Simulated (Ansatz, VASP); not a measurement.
**Two plane-wave programs on CuI**

File INCAR:

```
SYSTEM = CuI
  PREC = Accurate
  ENCUT = 520
  EDIFF = 1E-7
  ISMEAR = 0
  SIGMA = 0.05
  LREAL = .FALSE.
  LASPH = .TRUE.
  NELM = 80
  ALGO = Normal
  ISIF = 2
  LWAVE = .FALSE.
  LCHARG = .FALSE.
  GGA = PE
  NBANDS = 16
```

Contents of KPOINTS:

```
Automatic mesh
0
G
  8 8 8
  0 0 0
```

Contents of POSCAR:

```
CuI
1.0
    0.0000000000      3.1930840220      3.1930840220
    3.1930840220      0.0000000000      3.1930840220
    3.1930840220      3.1930840220      0.0000000000
Cu I
1 1
Direct
    0.7500000000      0.7500000000      0.7500000000
    0.0000000000      0.0000000000      0.0000000000
```

Input for Ansatz:

```yaml
crystal:
  lattice:
    - [0.0, 3.193084022, 3.193084022]
    - [3.193084022, 0.0, 3.193084022]
    - [3.193084022, 3.193084022, 0.0]
  atoms:
    - { symbol: Cu, position: [0.75, 0.75, 0.75] }
    - { symbol: I, position: [0.0, 0.0, 0.0] }
basis:
  ecutwfc: 520.0
kpoints:
  mp_grid: { grid: [8, 8, 8] }
hamiltonian:
  xc: pbe
scf:
  occupations: { method: gaussian, width: 0.05 }
output:
  forces: true
  stress: true
  eigenvalues: true
```

Alike in both runs: task single point; functional PBE; k mesh 8 × 8 × 8; occupations gaussian, width 0.05 eV; no spin polarisation.

```csv
,VASP,Ansatz
version,VASP 6.6.1,Ansatz 0.2.0
potentials or method,"VASP PAW PBE potentials, release 64 (Cu, I), cutoff 520 eV","scalar-relativistic, plane waves, PAW"
valence electrons in the cell,18,36
```

```csv
,VASP,Ansatz,Ansatz less VASP
gap on the k mesh at the Fermi level (eV),0.79,0.78,-0.014
least direct gap on the mesh (eV),0.79,0.78,-0.014
pressure (GPa),-3.9,-3.9,-0.03
```

The functional is the same, so the differences come from potentials, cutoffs and numerics. VASP's potentials hold 18 valence electrons a cell and Ansatz's 36, so a difference there can come from the potentials and not from the codes.

Spin-orbit coupling is off throughout.
